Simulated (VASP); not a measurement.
# TiPd (P4/mmm) in VASP: a series of runs

TiPd is run at these levels: LDA; tasks: single point.

Everything below comes from runs of VASP 6.6.1. Logs are shortened: lines on timing, memory, paths and dates and some standing lists are left out, and cuts for length are marked.

**1. The cell of the first run**

It takes space group P4/mmm (No. 123, tetragonal). Conventional cell: a = 3.085 Å, b = 3.085 Å, c = 3.275 Å, α = 90.00°, β = 90.00°, γ = 90.00°. Ti (site symmetry 4/mmm) has 8 Pd at 2.73 Å and 6 Ti at 3.08 to 3.28 Å within 3.6 Å. Within 3.6 Å of Pd (site symmetry 4/mmm) lie 8 Ti at 2.73 Å and 6 Pd at 3.08 to 3.28 Å.

**2. Single point, LDA (strain -0.030 along x and y, +0.030 along z)**

File INCAR:

```
SYSTEM = TiPd
PREC = Accurate ; ENCUT = 520
EDIFF = 1E-6 ; ISMEAR = 0
SIGMA = 0.15 ; LREAL = .FALSE.
LASPH = .TRUE. ; NELM = 60
ALGO = Fast ; ISIF = 2
LWAVE = .FALSE. ; LCHARG = .TRUE.
GGA = CA ; LELF = .TRUE.
LVHAR = .TRUE. ; NBANDS = 18
```

File KPOINTS:

```
regular mesh
0
G
  16 16 16
  0 0 0
```

File POSCAR:

```
TiPd
1.0
    3.0846000000      0.0000000000      0.0000000000
    0.0000000000      3.0846000000      0.0000000000
    0.0000000000      0.0000000000      3.2754000000
Ti Pd
1 1
Direct
    0.5000000000      0.5000000000      0.5000000000
    0.0000000000      0.0000000000      0.0000000000
```

Potentials or basis: VASP PAW LDA potentials, release 64 (Ti_sv, Pd).

Started as:

```sh
> cat potpaw_LDA.64/Ti_sv/POTCAR potpaw_LDA.64/Pd/POTCAR > POTCAR
> mpirun -np 1 vasp_std > vasp.out
```

OUTCAR:

```text
SYSTEM = TiPd
   PREC = Accurate
   ENCUT = 520
   EDIFF = 1E-6
   ISMEAR = 0
   LREAL = .FALSE.
   LASPH = .TRUE.
   NELM = 60
   ISIF = 2
   GGA = CA

 ion  position               nearest neighbor table
   1  0.500  0.500  0.500-   2 2.73   2 2.73   2 2.73   2 2.73   2 2.73   2 2.73   2 2.73   2 2.73

   2  0.000  0.000  0.000-   1 2.73   1 2.73   1 2.73   1 2.73   1 2.73   1 2.73   1 2.73   1 2.73

  LATTYP: Found a simple tetragonal cell.
 ALAT       =     3.0846000000
 C/A-ratio  =     1.0618556701

  Lattice vectors:

 A1 = (   3.0846000000,   0.0000000000,   0.0000000000)
 A2 = (   0.0000000000,   3.0846000000,   0.0000000000)
 A3 = (   0.0000000000,   0.0000000000,   3.2754000000)

Analysis of symmetry for initial positions (statically):
=====================================================================
 Subroutine PRICEL returns:
 Original cell was already a primitive cell.

 Routine SETGRP: Setting up the symmetry group for a
 simple tetragonal supercell.

 Subroutine GETGRP returns: Found 16 space group operations
 (whereof 16 operations were pure point group operations)
 out of a pool of 16 trial point group operations.

The static configuration has the point symmetry D_4h.

Analysis of symmetry for dynamics (positions and initial velocities):
=====================================================================
 Subroutine PRICEL returns:
 Original cell was already a primitive cell.

 Routine SETGRP: Setting up the symmetry group for a
 simple tetragonal supercell.

 Subroutine GETGRP returns: Found 16 space group operations
 (whereof 16 operations were pure point group operations)
 out of a pool of 16 trial point group operations.

The dynamic configuration has the point symmetry D_4h.

 Subroutine INISYM returns: Found 16 space group operations
 (whereof 16 operations are pure point group operations),
 and found     1 'primitive' translations

----------------------------------------------------------------------------------------

                                     Primitive cell

  volume of cell :      31.1646

  direct lattice vectors                    reciprocal lattice vectors
     3.084600000  0.000000000  0.000000000     0.324191143  0.000000000  0.000000000
     0.000000000  3.084600000  0.000000000     0.000000000  0.324191143  0.000000000
     0.000000000  0.000000000  3.275400000     0.000000000  0.000000000  0.305306222

  length of vectors
     3.084600000  3.084600000  3.275400000     0.324191143  0.324191143  0.305306222

  position of ions in fractional coordinates (direct lattice)
     0.500000000  0.500000000  0.500000000
     0.000000000  0.000000000  0.000000000

  ion indices of the primitive-cell ions
   primitive index   ion index
                 1           1
                 2           2

----------------------------------------------------------------------------------------

 KPOINTS: regular mesh

Automatic generation of k-mesh.
 Grid dimensions read from file:
 generate k-points for:   16   16   16

 Generating k-lattice:

  Cartesian coordinates                     Fractional coordinates (reciprocal lattice)
     0.020261946  0.000000000  0.000000000     0.062500000  0.000000000  0.000000000
     0.000000000  0.020261946  0.000000000     0.000000000  0.062500000  0.000000000
     0.000000000  0.000000000  0.019081639     0.000000000  0.000000000  0.062500000

  Length of vectors
     0.020261946  0.020261946  0.019081639

  Shift w.r.t. Gamma in fractional coordinates (k-lattice)
     0.000000000  0.000000000  0.000000000

 Subroutine IBZKPT returns following result:
 ===========================================

 Found    405 irreducible k-points:

 Following reciprocal coordinates:
            Coordinates               Weight
  0.000000  0.000000  0.000000      1.000000
  0.062500  0.000000  0.000000      4.000000
  0.125000  0.000000  0.000000      4.000000
  0.187500  0.000000  0.000000      4.000000
  0.250000  0.000000  0.000000      4.000000
  0.312500  0.000000  0.000000      4.000000
[... 16 lines left out ...]
  0.437500  0.125000  0.000000      8.000000
  0.500000  0.125000  0.000000      4.000000
 [... further k-points ...]
   k-points           NKPTS =    405   k-points in BZ     NKDIM =    405   number of bands    NBANDS=     18
   number of dos      NEDOS =    301   number of ions     NIONS =      2
   total plane-waves  NPLWV =  13824
   dimension x,y,z NGX =    24 NGY =   24 NGZ =   24
   dimension x,y,z NGXF=    48 NGYF=   48 NGZF=   48
   ions per type =               1   1
   NGX,Y,Z   is equivalent  to a cutoff of  12.93, 12.93, 12.18 a.u.
   NGXF,Y,Z  is equivalent  to a cutoff of  25.87, 25.87, 24.36 a.u.
 SYSTEM =  TiPd
   PREC   = accura    normal or accurate (medium, high low for compatibility)
   ISTART =      0    job   : 0-new  1-cont  2-samecut
   ICHARG =      2    charge: 1-file 2-atom 10-const
   ISPIN  =      1    spin polarized calculation?
   LNONCOLLINEAR =      F non collinear calculations
   LSORBIT =      F    spin-orbit coupling
   LASPH  =      T    aspherical Exc in radial PAW
   ENCUT  =  520.0 eV  38.22 Ry    6.18 a.u.   5.74  5.74  6.09*2*pi/ulx,y,z
   NELM   =     60;   NELMIN=  2; NELMDL= -5     # of ELM steps
   EDIFF  = 0.1E-05   stopping-criterion for ELM
   LREAL  =      F    real-space projection
   EDIFFG = 0.1E-04   stopping-criterion for IOM
   NSW    =      0    number of steps for IOM
   IBRION =     -1    ionic relax: 0-MD 1-quasi-New 2-CG
   NFREE  =      0    steps in history (QN), initial steepest desc. (CG)
   ISIF   =      2    stress and relaxation
   ISYM   =      2    0-nonsym 1-usesym 2-fastsym
   POTIM  = 0.5000    time-step for ionic-motion
   TEBEG  =    0.0;   TEEND  =   0.0 temperature during run
   PSTRESS=    0.0 pullay stress
   NELECT =      22.0000    total number of electrons
   NUPDOWN=      -1.0000    fix difference up-down
   EMIN   =  10.00;   EMAX   =-10.00  energy-range for DOS
   EFERMI =   0.00;   METHOD = LEGACY
   ISMEAR =     0;   SIGMA  =   0.15  broadening in eV -4-tet -1-fermi 0-gaus
   EFERMI_NEDOS =   21; number of points for ismear=-14 and -15
   IALGO  =     68    algorithm
   IMIX   =      4    mixing-type and parameters
     AMIX     =   0.40;   BMIX     =  1.00
     AMIX_MAG =   1.60;   BMIX_MAG =  1.00
  volume/ion in A,a.u.               =      15.58       105.15
  Fermi-wavevector in a.u.,A,eV,Ry     =   1.457678  2.754613 28.910016  2.124826
  Thomas-Fermi vector in A             =   2.574452
   LORBIT       =      0    0 simple, 1 ext, 2 COOP (PROOUT), +10 PAW based schemes
   GGA     = CA    functional components
   LHFCALC =     F    Hartree Fock is set to
   AEXX    =    0.0000 exact exchange contribution
   IVDW    =     0    specifies the selected vdW correction
   LEPSILON=     F    determine dielectric tensor
   LRPA    =     F    only Hartree local field effects (RPA)
 non-spin polarized calculation
 RMM-DIIS sequential band-by-band and
 Gauss-broadening in eV      SIGMA  =   0.15
  energy-cutoff  :      520.00
  volume of cell :       31.16
 maximum number of plane-waves:       872
 NGX is ok and might be reduce to    24
   NGX = 11   NGY = 11   NGZ = 13

 number of electron      22.0000012 magnetization

 Free energy of the ion-electron system (eV)
  ---------------------------------------------------
  ext. energy  EPLUGINS =         0.00000000
  ---------------------------------------------------
  free energy    TOTEN  =       -16.01045940 eV

  energy without entropy =      -15.97481970  energy(sigma->0) =      -15.99263955

 E-fermi :   9.8394     XC(G=0): -12.7614

 val. band max:        9.8379824298   @ k =   0.4375   0.0000   0.2500
 cond. band min:       9.8395042342   @ k =   0.3750   0.2500   0.0000
 fundamental gap:      0.0015218044
 Fermi energy:         9.8394275140

 k-point     1 :       0.0000    0.0000    0.0000
  band No.  band energies     occupation
      1     -46.9207      2.00000
      2     -23.5052      2.00000
      3     -23.4216      2.00000
      4     -23.4216      2.00000
      5       2.4127      2.00000
      6       4.5175      2.00000
[... 10 lines left out ...]
     17      18.5629      0.00000
     18      18.5629      0.00000

 k-point     2 :       0.0625    0.0000    0.0000
  band No.  band energies     occupation
      1     -46.9199      2.00000
      2     -23.5047      2.00000
      3     -23.4302      2.00000
      4     -23.4211      2.00000
      5       2.4887      2.00000
      6       4.5514      2.00000
[... 10 lines left out ...]
     17      18.2027      0.00000
     18      18.7508      0.00000

 k-point     3 :       0.1250    0.0000    0.0000
  band No.  band energies     occupation
      1     -46.9174      2.00000
      2     -23.5032      2.00000
      3     -23.4546      2.00000
      4     -23.4195      2.00000
      5       2.7127      2.00000
      6       4.6417      2.00000
[... 10 lines left out ...]
     17      17.6270      0.00000
     18      19.2792      0.00000

 k-point     4 :       0.1875    0.0000    0.0000
  band No.  band energies     occupation
      1     -46.9138      2.00000
      2     -23.5010      2.00000
      3     -23.4908      2.00000
      4     -23.4173      2.00000
      5       3.0703      2.00000
      6       4.7774      2.00000
[... 375 lines left out ...]
      4     -23.4397      2.00000
      5       4.6644      2.00000
      6       5.3880      2.00000
[... 10 lines left out ...]
     17      21.2696      0.00000
     18      22.0640      0.00000

 k-point    23 :       0.4375    0.1250    0.0000
  band No.  band energies     occupation
      1     -46.8962      2.00000
      2     -23.6299      2.00000
      3     -23.4888      2.00000
      4     -23.4378      2.00000
      5       4.9780      2.00000
      6       5.5212      2.00000
[... 10 lines left out ...]
     17      22.1183      0.00000
     18      23.2297      0.00000

 k-point    24 :       0.5000    0.1250    0.0000
  band No.  band energies     occupation
      1     -46.8953      2.00000
      2     -23.6381      2.00000
      3     -23.4882      2.00000
      4     -23.4371      2.00000
      5       5.0984      2.00000
      6       5.6124      2.00000
[... 10 lines left out ...]
     17      22.6853      0.00000
     18      24.2396      0.00000

 [... further k-points ...]
[... 5 lines left out ...]
  --------------------------------------------------------------------------------------
  -------------------------------------------------------------------------------------
  Total       -1.5326584     -1.5326584     -1.1148177      0.0000000      0.0000000     -0.0000000
  in kB      -78.7941337    -78.7941337    -57.3128985      0.0000000      0.0000000     -0.0000000
  external PRESSURE =     -71.6337220 kB  Pullay stress =       0.0000000 kB

 VOLUME and BASIS-vectors are now :
 -----------------------------------------------------------------------------
  energy-cutoff  :      520.00
  volume of cell :       31.16
      direct lattice vectors                 reciprocal lattice vectors
     3.084600000  0.000000000  0.000000000     0.324191143  0.000000000  0.000000000
     0.000000000  3.084600000  0.000000000     0.000000000  0.324191143  0.000000000
     0.000000000  0.000000000  3.275400000     0.000000000  0.000000000  0.305306222

 POSITION                                       TOTAL-FORCE (eV/Angst)
 -----------------------------------------------------------------------------------
      1.54230      1.54230      1.63770         0.000000      0.000000      0.000000
      0.00000      0.00000      0.00000         0.000000      0.000000      0.000000
 -----------------------------------------------------------------------------------
    total drift:                                0.000000      0.000000     -0.000000

  FREE ENERGIE OF THE ION-ELECTRON SYSTEM (eV)
  ---------------------------------------------------
  free  energy   TOTEN  =       -16.0104594030 eV

  energy  without entropy=      -15.9748197017  energy(sigma->0) =      -15.99263955
```

It took 6 min on 1 thread of Intel Xeon 8259CL, shared host; peak memory 0.33 GiB.

Results:

```yaml
Free_energy: -16.0105 eV
Pressure: -7.2 GPa
Band_gap_on_the_k_mesh: zero (bands 11 and 12 overlap by 2.51 eV)
```

Caveat: the cell differs from its parent crystal (strain -0.030 along x and y, +0.030 along z); the cell stands under tension.

**3. Single point, LDA (strain +0.000 along x and y, -0.030 along z)**

File INCAR:

```
SYSTEM = TiPd
  PREC = Accurate
  ENCUT = 520
  EDIFF = 1E-6
  ISMEAR = 0
  SIGMA = 0.15
  LREAL = .False.
  LASPH = .True.
  NELM = 100
  ALGO = Fast
  ISIF = 2
  LWAVE = .False.
  LCHARG = .False.
  GGA = CA
  NBANDS = 18
```

File KPOINTS:

```
regular mesh
0
Gamma
  16 16 16
  0 0 0
```

File POSCAR:

```
TiPd
1.0
    3.1800000000      0.0000000000      0.0000000000
    0.0000000000      3.1800000000      0.0000000000
    0.0000000000      0.0000000000      3.0846000000
Ti Pd
1 1
Direct
    0.5000000000      0.5000000000      0.5000000000
    0.0000000000      0.0000000000      0.0000000000
```

Potentials or basis: VASP PAW LDA potentials, release 64 (Ti_sv, Pd).

Started as:

```sh
> cat potpaw_LDA.64/Ti_sv/POTCAR potpaw_LDA.64/Pd/POTCAR > POTCAR
> mpirun -np 1 vasp_std > vasp.out
```

Run time: 8 min. Hardware: 1 thread of Intel Xeon 8259CL, shared host; peak memory 0.33 GiB.

The run converged. Its results:

```yaml
Free_energy: -16.0030 eV
Pressure: -7.1 GPa
Band_gap_on_the_k_mesh: zero (bands 11 and 12 overlap by 2.27 eV)
```

Stress tensor (GPa, compression positive):
```
-6.59  0.00  0.00
 0.00 -6.59  0.00
 0.00  0.00 -8.17
```

Levels at points of the mesh, in eV from the Fermi level:
| k point | band 8 | band 9 | band 10 | band 11 | band 12 | band 13 | band 14 | band 15 |
| --- | --- | --- | --- | --- | --- | --- | --- | --- |
| (0.00, 0.00, 0.00) | -3.21 | -3.05 | -3.05 | 0.35 | 0.55 | 2.19 | 2.21 | 2.21 |
| (0.50, 0.00, 0.00) | -3.44 | -3.30 | -2.66 | -0.95 | -0.66 | 0.29 | 0.52 | 1.60 |
| (0.50, 0.50, 0.00) | -3.93 | -2.03 | -0.90 | 0.40 | 0.40 | 0.72 | 2.23 | 2.26 |
| (0.00, 0.00, 0.50) | -3.48 | -3.42 | -2.74 | -0.86 | -0.26 | 0.26 | 0.26 | 1.49 |
| (0.50, 0.00, 0.50) | -4.12 | -1.94 | -0.64 | 0.59 | 0.64 | 0.97 | 2.21 | 2.27 |
| (0.50, 0.50, 0.50) | -1.98 | -1.86 | -1.79 | -1.79 | -1.68 | 2.31 | 2.46 | 6.89 |

Caveat: the cell differs from its parent crystal (strain +0.000 along x and y, -0.030 along z); the cell stands under tension.

**4. Single point, LDA (strain +0.000 along x and y, +0.030 along z)**

File INCAR:

```
SYSTEM = TiPd
ALGO = Fast ; EDIFF = 1E-6
ENCUT = 520 ; ISIF = 2
ISMEAR = 0 ; LASPH = .True.
LCHARG = .False. ; LREAL = .False.
LWAVE = .False. ; NBANDS = 18
NELM = 100 ; PREC = Accurate
SIGMA = 0.15
```

File KPOINTS:

```
k-points
0
Gamma
  16 16 16
  0 0 0
```

Changes to POSCAR since step 3:

```diff
@@ -4,3 +4,3 @@
     0.0000000000      3.1800000000      0.0000000000
-    0.0000000000      0.0000000000      3.0846000000
+    0.0000000000      0.0000000000      3.2754000000
 Ti Pd
```

Started as:

```sh
> cat potpaw_LDA.64/Ti_sv/POTCAR potpaw_LDA.64/Pd/POTCAR > POTCAR
> mpirun -np 1 vasp_std > vasp.out
```

Wall time 8.8 min (1 thread of Intel Xeon 8259CL, shared host); peak memory 0.35 GiB.

Results (log left out):

- Free energy: -15.8678 eV
- Pressure: -14.9 GPa
- Band gap on the k mesh: zero (bands 11 and 12 overlap by 2.22 eV)

Stress tensor (GPa, compression positive):
```
-15.21   0.00   0.00
  0.00 -15.21   0.00
  0.00   0.00 -14.37
```

Levels at points of the mesh, in eV from the Fermi level:
```
           k point  band 8  band 9  band 10  band 11  band 12  band 13  band 14  band 15
(0.00, 0.00, 0.00)   -2.95   -2.95    -2.81     0.33     0.50     2.01     2.01     2.02
(0.50, 0.00, 0.00)   -3.28   -3.16    -2.55    -0.77    -0.45     0.21     0.41     1.42
(0.50, 0.50, 0.00)   -3.91   -1.80    -0.59     0.66     0.66     0.97     2.04     2.04
(0.00, 0.00, 0.50)   -3.13   -3.13    -2.48    -0.85    -0.80     0.43     0.43     1.51
(0.50, 0.00, 0.50)   -3.71   -1.91    -0.78     0.45     0.48     0.73     2.03     2.07
(0.50, 0.50, 0.50)   -1.88   -1.77    -1.65    -1.56    -1.56     2.12     2.26     6.46
```

Caveat: the cell differs from its parent crystal (strain +0.000 along x and y, +0.030 along z); the cell stands under tension.

**5. Overview**

```tsv
cell	gap on the mesh (eV)	pressure (GPa)
a = 3.085, b = 3.085, c = 3.275 Å, 2 atoms	none	-7.2
a = 3.180, b = 3.180, c = 3.085 Å, 2 atoms	none	-7.1
a = 3.180, b = 3.180, c = 3.275 Å, 2 atoms	none	-14.9
```

Alike in all rows: task single point; level LDA; potentials or basis VASP PAW LDA potentials, release 64 (Ti_sv, Pd); no spin polarisation; k mesh 16 × 16 × 16; cutoff (eV) 520; smearing gaussian 0.15 eV.

Caveats: the cell stands under tension.

Total energies depend on the potentials used, so only differences within one code and one set of settings carry meaning.
